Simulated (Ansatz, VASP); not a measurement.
# One calculation of Cr, two programs

```
Cr
1.0
     3.95694    0.00000    0.00000
    -1.97847    3.42681    0.00000
     0.00000    0.00000    2.50532
Cr
3
Direct
  0.33333 0.00000 0.33333
  0.00000 0.33333 0.66667
  0.66667 0.66667 0.00000
```

Alike in both runs: functional r2SCAN; k mesh 6 × 6 × 4; occupations gaussian, width 0.1 eV; no spin polarisation.

Ansatz relaxed the structure, and its values are those at the end. VASP's run is a single point on that final structure, the one shown.

|  | VASP | Ansatz |
| --- | --- | --- |
| version | VASP 6.6.1 | Ansatz 0.2.0 |
| potentials or method | VASP PAW PBE potentials, release 64 (Cr_pv), cutoff 520 eV | scalar-relativistic, plane waves, PAW |
| valence electrons in the cell | 36 | 42 |

```tsv
	VASP	Ansatz	Ansatz less VASP
gap on the k mesh at the Fermi level (eV)	none	none	-
pressure (GPa)	0.6	0.0	-0.65
```

VASP's potentials were made for PBE, not for r2SCAN. A gap of «none» marks a metal or a gap that the smearing closes. VASP's potentials hold 36 valence electrons a cell and Ansatz's 42, so a difference there can come from the potentials and not from the codes.

The k mesh is coarse, so the values compare programs but aren't converged.
